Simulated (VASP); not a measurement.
# Mg (a cell with a defect) in VASP: single point with PBEsol

Aim: the single point of Mg (a cell with a defect) with PBEsol.

Everything below comes from runs of VASP 6.6.1. Logs are shortened: lines on timing, memory, paths and dates and some standing lists are left out, and cuts for length are marked.

### 1 The cell of the first run

The cell holds a defect, 13 atoms: a = 6.420 Å, b = 9.630 Å, c = 5.213 Å, α = 90.00°, β = 90.00°, γ = 120.00°.

### 2 Single point, PBEsol

INCAR

```
SYSTEM = Mg
  ALGO = Normal
  EDIFF = 1E-6
  ENCUT = 520
  GGA = PS
  ISIF = 2
  ISMEAR = -1
  LASPH = .True.
  LCHARG = .False.
  LREAL = .False.
  LWAVE = .False.
  NBANDS = 25
  NELM = 100
  PREC = Accurate
  SIGMA = 0.1
```

KPOINTS

```
k-points
0
Gamma
  3 2 3
  0 0 0
```

POSCAR

```
Mg
1.0
    6.4200000000      0.0000000000      0.0000000000
   -4.8150000000      8.3398250000      0.0000000000
    0.0000000000      0.0000000000      5.2130400000
Mg
13
Direct
    0.0026842330     -0.0046596471     -0.0101677298
    0.1388230377      0.2050404446      0.5356544895
   -0.0155158278      0.3222519384      0.1185732177
    0.2091655677      0.5963588893      0.4839531804
   -0.0215956951      0.6402249831     -0.0164346644
    0.0528748882      0.8390769282      0.4961797492
    0.4700066237     -0.0312226860     -0.1390583620
    0.7919200593      0.3148525663      0.6526155640
    0.4557817134      0.3425576266     -0.0193455294
    0.6212037917      0.5287977182      0.4606750929
    0.5153338578      0.6715322545     -0.0403090900
    0.6544129578      0.8992174671      0.4141403825
    0.4655028625      0.1139836166      0.3162270794
```

Potentials or basis: VASP PAW PBE potentials, release 64 (Mg).

Launch:

```bash
$ cat potpaw_PBE.64/Mg/POTCAR > POTCAR
$ mpirun -np 1 vasp_std > vasp.out
```

OUTCAR:

```text
SYSTEM = Mg
   EDIFF = 1E-6
   ENCUT = 520
   GGA = PS
   ISIF = 2
   ISMEAR = -1
   LASPH = .True.
   LREAL = .False.
   NELM = 100
   PREC = Accurate

 ion  position               nearest neighbor table
   1  0.003  0.995  0.990-  12 2.95   2 2.95   6 3.08  13 3.10  11 3.13   6 3.13   9 3.15   7 3.21
                             3 3.28   2 3.34   5 3.34   7 3.37  12 3.58
   2  0.139  0.205  0.536-   3 2.85  13 2.88   9 2.93   1 2.95   8 2.97  12 3.10  10 3.13   6 3.29
                             1 3.34   9 3.40   3 3.55   4 3.57
   3  0.984  0.322  0.119-   8 2.71   2 2.85   4 2.98   9 3.02   8 3.03  13 3.08   5 3.16   1 3.28
                            11 3.49   2 3.55   9 3.57   7 3.61
   4  0.209  0.596  0.484-   8 2.83  12 2.91   6 2.97   3 2.98  11 3.02  10 3.03   5 3.13   5 3.13
                            11 3.23  10 3.50   2 3.57
   5  0.978  0.640  0.984-   6 3.07   4 3.13   4 3.13  11 3.14   9 3.14   3 3.16   6 3.18  10 3.18
                             7 3.22   8 3.24  11 3.31   1 3.34  10 3.37
   6  0.053  0.839  0.496-  13 2.81  10 2.89  12 2.92   4 2.97   7 3.00   5 3.07   1 3.08   1 3.13
                             5 3.18   2 3.29  12 3.63
   7  0.470  0.969  0.861-  13 2.76  12 2.84   6 3.00  11 3.06   8 3.11  13 3.17   1 3.21   5 3.22
                            12 3.31   1 3.37   3 3.61
   8  0.792  0.315  0.653-  13 2.67   3 2.71   4 2.83   9 2.87  10 2.95   2 2.97   3 3.03   7 3.11
                             5 3.24
   9  0.456  0.343  0.981-  13 2.84   8 2.87   2 2.93  10 2.95  11 3.00   3 3.02  10 3.13   5 3.14
                             1 3.15   2 3.40   3 3.57
  10  0.621  0.529  0.461-   6 2.89   9 2.95   8 2.95   4 3.03   9 3.13   2 3.13  11 3.17  11 3.18
                             5 3.18   5 3.37  12 3.47   4 3.50
  11  0.515  0.672  0.960-   9 3.00   4 3.02  12 3.04   7 3.06   1 3.13   5 3.14  10 3.17  10 3.18
                             4 3.23   5 3.31  12 3.43   3 3.49
  12  0.654  0.899  0.414-   7 2.84   4 2.91  13 2.92   6 2.92   1 2.95  11 3.04   2 3.10   7 3.31
                            11 3.43  10 3.47   1 3.58   6 3.63
  13  0.466  0.114  0.316-   8 2.67   7 2.76   6 2.81   9 2.84   2 2.88  12 2.92   3 3.08   1 3.10
                             7 3.17

  LATTYP: Found a simple monoclinic cell.
 ALAT       =     6.4200000000
 B/A-ratio  =     0.8120000000
 C/A-ratio  =     1.3228757108
 COS(beta)  =    -0.1889822286

  Lattice vectors:

 A1 = (   6.4200000000,   0.0000000000,   0.0000000000)
 A2 = (   0.0000000000,   0.0000000000,   5.2130400000)
 A3 = (  -1.6050000000,  -8.3398250000,   0.0000000000)

Analysis of symmetry for initial positions (statically):
=====================================================================
 Subroutine PRICEL returns:
 Original cell was already a primitive cell.

 Routine SETGRP: Setting up the symmetry group for a
 simple monoclinic supercell.

 Subroutine GETGRP returns: Found  1 space group operations
 (whereof  1 operations were pure point group operations)
 out of a pool of  4 trial point group operations.

The static configuration has the point symmetry C_1 .

Analysis of symmetry for dynamics (positions and initial velocities):
=====================================================================
 Subroutine PRICEL returns:
 Original cell was already a primitive cell.

 Routine SETGRP: Setting up the symmetry group for a
 simple monoclinic supercell.

 Subroutine GETGRP returns: Found  1 space group operations
 (whereof  1 operations were pure point group operations)
 out of a pool of  4 trial point group operations.

The dynamic configuration has the point symmetry C_1 .

 Subroutine INISYM returns: Found  1 space group operations
 (whereof  1 operations are pure point group operations),
 and found     1 'primitive' translations

----------------------------------------------------------------------------------------

                                     Primitive cell

  volume of cell :     279.1149

  direct lattice vectors                    reciprocal lattice vectors
     6.420000000  0.000000000  0.000000000     0.155763240  0.089929945  0.000000000
    -4.815000000  8.339825000  0.000000000     0.000000000  0.119906593  0.000000000
     0.000000000  0.000000000  5.213040000     0.000000000  0.000000000  0.191826650

[... 69 lines left out ...]
|                                                                             |
|     Results are often still useful ...                                      |
|                                                                             |
 -----------------------------------------------------------------------------

 Subroutine IBZKPT returns following result:
 ===========================================

 Found     10 irreducible k-points:

 Following reciprocal coordinates:
            Coordinates               Weight
  0.000000  0.000000  0.000000      1.000000
  0.333333  0.000000  0.000000      2.000000
  0.000000  0.500000  0.000000      1.000000
  0.333333  0.500000  0.000000      2.000000
  0.000000  0.000000  0.333333      2.000000
  0.333333  0.000000  0.333333      2.000000
 -0.333333  0.000000  0.333333      2.000000
  0.000000  0.500000  0.333333      2.000000
  0.333333  0.500000  0.333333      2.000000
 -0.333333  0.500000  0.333333      2.000000
   k-points           NKPTS =     10   k-points in BZ     NKDIM =     10   number of bands    NBANDS=     25
   number of dos      NEDOS =    301   number of ions     NIONS =     13
   total plane-waves  NPLWV = 138240
   dimension x,y,z NGX =    48 NGY =   72 NGZ =   40
   dimension x,y,z NGXF=    96 NGYF=  144 NGZF=   80
   ions per type =              13
   NGX,Y,Z   is equivalent  to a cutoff of  12.43, 12.43, 12.76 a.u.
   NGXF,Y,Z  is equivalent  to a cutoff of  24.86, 24.86, 25.51 a.u.
 SYSTEM =  Mg
   PREC   = accura    normal or accurate (medium, high low for compatibility)
   ISTART =      0    job   : 0-new  1-cont  2-samecut
   ICHARG =      2    charge: 1-file 2-atom 10-const
   ISPIN  =      1    spin polarized calculation?
   LNONCOLLINEAR =      F non collinear calculations
   LSORBIT =      F    spin-orbit coupling
   LASPH  =      T    aspherical Exc in radial PAW
   ENCUT  =  520.0 eV  38.22 Ry    6.18 a.u.  11.94 17.91  9.69*2*pi/ulx,y,z
   NELM   =    100;   NELMIN=  2; NELMDL= -5     # of ELM steps
   EDIFF  = 0.1E-05   stopping-criterion for ELM
   LREAL  =      F    real-space projection
   EDIFFG = 0.1E-04   stopping-criterion for IOM
   NSW    =      0    number of steps for IOM
   IBRION =     -1    ionic relax: 0-MD 1-quasi-New 2-CG
   NFREE  =      0    steps in history (QN), initial steepest desc. (CG)
   ISIF   =      2    stress and relaxation
   ISYM   =      2    0-nonsym 1-usesym 2-fastsym
   POTIM  = 0.5000    time-step for ionic-motion
   TEBEG  =    0.0;   TEEND  =   0.0 temperature during run
   PSTRESS=    0.0 pullay stress
   NELECT =      26.0000    total number of electrons
   NUPDOWN=      -1.0000    fix difference up-down
   EMIN   =  10.00;   EMAX   =-10.00  energy-range for DOS
   EFERMI =   0.00;   METHOD = LEGACY
   ISMEAR =    -1;   SIGMA  =   0.10  broadening in eV -4-tet -1-fermi 0-gaus
   EFERMI_NEDOS =   21; number of points for ismear=-14 and -15
   IALGO  =     38    algorithm
   IMIX   =      4    mixing-type and parameters
     AMIX     =   0.40;   BMIX     =  1.00
     AMIX_MAG =   1.60;   BMIX_MAG =  1.00
  volume/ion in A,a.u.               =      21.47       144.89
  Fermi-wavevector in a.u.,A,eV,Ry     =   0.742116  1.402395  7.493214  0.550736
  Thomas-Fermi vector in A             =   1.836918
   LORBIT       =      0    0 simple, 1 ext, 2 COOP (PROOUT), +10 PAW based schemes
   GGA     = PS    functional components
   LHFCALC =     F    Hartree Fock is set to
   AEXX    =    0.0000 exact exchange contribution
   IVDW    =     0    specifies the selected vdW correction
   LEPSILON=     F    determine dielectric tensor
   LRPA    =     F    only Hartree local field effects (RPA)
 non-spin polarized calculation
  energy-cutoff  :      520.00
  volume of cell :      279.11
 maximum number of plane-waves:      7549
   NGX = 23   NGY = 35   NGZ = 19

 number of electron      26.0000000 magnetization

 Free energy of the ion-electron system (eV)
  ---------------------------------------------------
  ext. energy  EPLUGINS =         0.00000000
  ---------------------------------------------------
  free energy    TOTEN  =       -20.21330621 eV

  energy without entropy =      -19.95056529  energy(sigma->0) =      -20.08193575

 E-fermi :   2.8198     XC(G=0):  -8.7374

 val. band max:        2.8078447012   @ k =   0.0000   0.5000   0.3333
 cond. band min:       2.8343035372   @ k =   0.0000   0.0000   0.3333
 fundamental gap:      0.0264588360
 Fermi energy:         2.8197958676

 k-point     1 :       0.0000    0.0000    0.0000
  band No.  band energies     occupation
      1      -4.2892      2.00000
      2      -2.1575      2.00000
      3      -2.1302      2.00000
      4      -0.6168      2.00000
      5      -0.5301      2.00000
      6       0.4538      2.00000
[... 269 lines left out ...]
     24       6.5814      0.00000
     25       6.9311      0.00000

------------------------ aborting loop because EDIFF is reached ----------------------------------------

  FORCE on cell =-STRESS in cart. coord.  units (eV):
  Direction    XX          YY          ZZ          XY          YZ          ZX
  --------------------------------------------------------------------------------------
  -------------------------------------------------------------------------------------
  Total        5.4723768      5.3195582      9.2014830      0.8897583      0.7434830      0.5173007
  in kB       31.4125758     30.5353656     52.8184180      5.1073968      4.2677466      2.9694134
  external PRESSURE =      38.2554531 kB  Pullay stress =       0.0000000 kB

 VOLUME and BASIS-vectors are now :
 -----------------------------------------------------------------------------
  energy-cutoff  :      520.00
  volume of cell :      279.11
      direct lattice vectors                 reciprocal lattice vectors
     6.420000000  0.000000000  0.000000000     0.155763240  0.089929945  0.000000000
    -4.815000000  8.339825000  0.000000000     0.000000000  0.119906593  0.000000000
     0.000000000  0.000000000  5.213040000     0.000000000  0.000000000  0.191826650

 POSITION                                       TOTAL-FORCE (eV/Angst)
 -----------------------------------------------------------------------------------
     -4.77533      8.30096      5.16004        -0.010183     -0.006665      0.004815
     -0.09603      1.71000      2.79239        -0.012854      0.010433      0.001117
      4.76875      2.68752      0.61813         0.005662     -0.005811     -0.011059
     -1.52863      4.97353      2.52287         0.000328      0.015004      0.004804
      3.19867      5.33936      5.12737        -0.000758      0.010740      0.007472
     -3.70070      6.99775      2.58660         0.010043     -0.002098     -0.001268
     -1.64722      8.07943      4.48812        -0.002759      0.000495      0.015233
      3.56811      2.62582      3.40211         0.011491     -0.008347      0.006145
      1.27670      2.85687      5.11219        -0.002118     -0.006730     -0.002194
      1.44197      4.41008      2.40152        -0.005403     -0.012329      0.001349
      0.07502      5.60046      5.00291        -0.002129     -0.003520      0.003999
     -0.12840      7.49932      2.15893         0.013537      0.003007     -0.015928
      2.43970      0.95060      1.64850        -0.004855      0.005821     -0.014485
 -----------------------------------------------------------------------------------
    total drift:                               -0.000008      0.000007     -0.000000

  FREE ENERGIE OF THE ION-ELECTRON SYSTEM (eV)
  ---------------------------------------------------
  free  energy   TOTEN  =       -20.2133062109 eV

  energy  without entropy=      -19.9505652894  energy(sigma->0) =      -20.08193575
```

It took 60 s on 1 thread of Intel Xeon Platinum 8375C at 2.90GHz (Ice Lake), shared host; peak memory 0.37 GiB.

What came out:

| Item | Value |
| --- | --- |
| Free energy | -20.2133 eV |
| Pressure | 3.8 GPa |
| Largest force | 0.021 eV/Å |
| Band gap on the k mesh | zero (bands 13 and 14 overlap by 0.43 eV) |

Forces in eV/Å, atoms in the order of the input:
```
Mg  -0.010 -0.007  0.005
Mg  -0.013  0.010  0.001
Mg   0.006 -0.006 -0.011
Mg   0.000  0.015  0.005
Mg  -0.001  0.011  0.007
Mg   0.010 -0.002 -0.001
Mg  -0.003  0.000  0.015
Mg   0.011 -0.008  0.006
Mg  -0.002 -0.007 -0.002
Mg  -0.005 -0.012  0.001
Mg  -0.002 -0.004  0.004
Mg   0.014  0.003 -0.016
Mg  -0.005  0.006 -0.014
```

Stress tensor (GPa, compression positive):
```
3.14 0.51 0.30
0.51 3.05 0.43
0.30 0.43 5.28
```

Levels at points of the mesh, in eV from the Fermi level:
| k point | band 9 | band 10 | band 11 | band 12 | band 13 | band 14 | band 15 | band 16 | band 17 | band 18 |
| --- | --- | --- | --- | --- | --- | --- | --- | --- | --- | --- |
| (0.00, 0.00, 0.00) | -1.63 | -0.46 | -0.29 | 0.08 | 0.13 | 0.34 | 0.35 | 1.21 | 1.39 | 1.70 |
| (0.00, 0.50, 0.00) | -1.38 | -1.33 | -1.21 | -0.91 | -0.49 | -0.20 | 1.55 | 1.67 | 1.78 | 1.84 |

Caveat: the k points lie up to 0.40 Å⁻¹ apart; the PAW data sets were made with another functional, which shifts forces and pressure a little.

The gap in the log of VASP goes by the Fermi energy; the results here count the filled bands.